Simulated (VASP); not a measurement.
Write the native input for VASP 6.6.1 that does the following.

* Task: single point
* Functional: PBEsol
* Potentials or basis: VASP PAW PBE potentials, release 64 (Te, Mo_sv)
* Cutoff: 400 eV
* k mesh: 12 × 12 × 1
* Occupations: gaussian, width 0.03 eV
* Spin: no spin polarisation
* Dipole correction: yes
* Further INCAR settings: ALGO = Normal; EDIFF = 1e-06; NBANDS = 20; NELMDL = -8

The structure of Te2Mo (m.Ae) lies in POSCAR:

```
Te2Mo
1.0
    3.4622446969      0.0000000000      0.0000000000
   -1.7311223484      2.9983918616      0.0000000000
    0.0000000000      0.0000000000     19.6206956186
Te Mo
2 1
Direct
    0.6666666667      0.3333333333      0.4077327407
    0.6666666667      0.3333333333      0.5922672593
    0.3333333333      0.6666666667      0.5000000000
```

These files were run (other wordings do the same):

INCAR

```
SYSTEM = Te2Mo
PREC     = Accurate       ! precision mode
ENCUT    = 400            ! plane-wave cutoff, eV
EDIFF    = 1E-6           ! SCF threshold, eV
ISMEAR   = 0              ! smearing method
SIGMA    = 0.03           ! smearing width, eV
LREAL    = .FALSE.        ! projectors in reciprocal space
LASPH    = .TRUE.         ! aspherical terms in the spheres
NELM     = 120            ! most SCF steps
ALGO     = Normal         ! electronic algorithm
ISIF     = 2              ! what is computed and relaxed
LWAVE    = .FALSE.        ! write WAVECAR
LCHARG   = .FALSE.        ! write CHGCAR
LDIPOL   = .TRUE.       
IDIPOL   = 3            
DIPOL    = 0.5 0.5 0.500
GGA      = PS             ! functional
NBANDS   = 20             ! bands
GGA_COMPAT= .FALSE.      
NELMDL   = -8
```

KPOINTS

```
Automatic mesh
0
G
  12 12 1
  0 0 0
```

Potentials or basis: VASP PAW PBE potentials, release 64 (Te, Mo_sv).

Command:

```bash
$ cat potpaw_PBE.64/Te/POTCAR potpaw_PBE.64/Mo_sv/POTCAR > POTCAR
$ mpirun -np 1 vasp_std > vasp.out
```

Results of the run:

```
Largest force          : 0.093 eV/Å
Band gap on the k mesh : 1.27 eV, direct
```

Caveat: the PAW data sets were made with another functional, which shifts forces and pressure a little; spin-orbit coupling is left out, which moves the levels of the heavy elements.

It took 2.2 min on 1 thread of AMD EPYC 7R43 64-Core Processor (Zen 3) (shared host), peak memory 0.25 GiB.
